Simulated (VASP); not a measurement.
Input of a VASP 6.6.1 run:

POSCAR

```
P
1.0
    4.6275012813      0.0000000000      0.0000000000
    0.0000000000      3.2589488762      0.0000000000
    0.0000000000      0.0000000000     27.8195791164
P
4
Direct
    0.0907407614      0.0000000000      0.3789873377
    0.4092592386      0.5000000000      0.3789873377
    0.5907407614      0.5000000000      0.3039848928
    0.9092592386      0.0000000000      0.3039848928
```

INCAR.step1

```
SYSTEM = P
  PREC = Accurate
  ENCUT = 520
  ISMEAR = 0
  SIGMA = 0.01
  LREAL = .FALSE.
  LASPH = .TRUE.
  NELM = 80
  LDIPOL = .TRUE.
  IDIPOL = 3
  DIPOL = 0.5 0.5 0.341
  NBANDS = 18
  GGA = PE
  ALGO = Normal
  EDIFF = 1E-4
  LWAVE = .TRUE.
  LCHARG = .FALSE.
```

Contents of INCAR.step2:

```
SYSTEM = P
  PREC = Accurate
  ENCUT = 520
  EDIFF = 1E-6
  ISMEAR = 0
  SIGMA = 0.01
  LREAL = .FALSE.
  LASPH = .TRUE.
  NELM = 80
  ALGO = Normal
  ISIF = 2
  LWAVE = .FALSE.
  LCHARG = .TRUE.
  LDIPOL = .TRUE.
  IDIPOL = 3
  DIPOL = 0.5 0.5 0.341
  METAGGA = R2SCAN
  LMIXTAU = .TRUE.
  LELF = .TRUE.
  LVHAR = .TRUE.
  LVACPOTAV = .TRUE.
  NBANDS = 18
  ISTART = 1
```

The input KPOINTS:

```
regular mesh
0
G
  6 8 1
  0 0 0
```

Potentials or basis: VASP PAW PBE potentials, release 64 (P).

Launch:

```bash
$ cat potpaw_PBE.64/P/POTCAR > POTCAR
$ cp INCAR.step1 INCAR
$ mpirun -np 1 vasp_std > vasp.out
$ cp INCAR.step2 INCAR
$ mpirun -np 1 vasp_std > vasp.out
```

Problem. What does it give for the largest force?

Solution. 0.103 eV/Å.

Problem. Predict the band gap on the k mesh.

Solution. 1.06 eV.

Problem. Estimate the ionisation potential of the upper face.

Solution. 5.22 eV.

Forces in eV/Å, atoms in the order of the input:
```
P    0.083  0.000 -0.060
P   -0.083  0.000 -0.060
P    0.083  0.000  0.060
P   -0.083  0.000  0.060
```

Caveat: the cell differs from its parent crystal (uniaxial y strain -1.0%); the PAW data sets were made with another functional, which shifts forces and pressure a little.
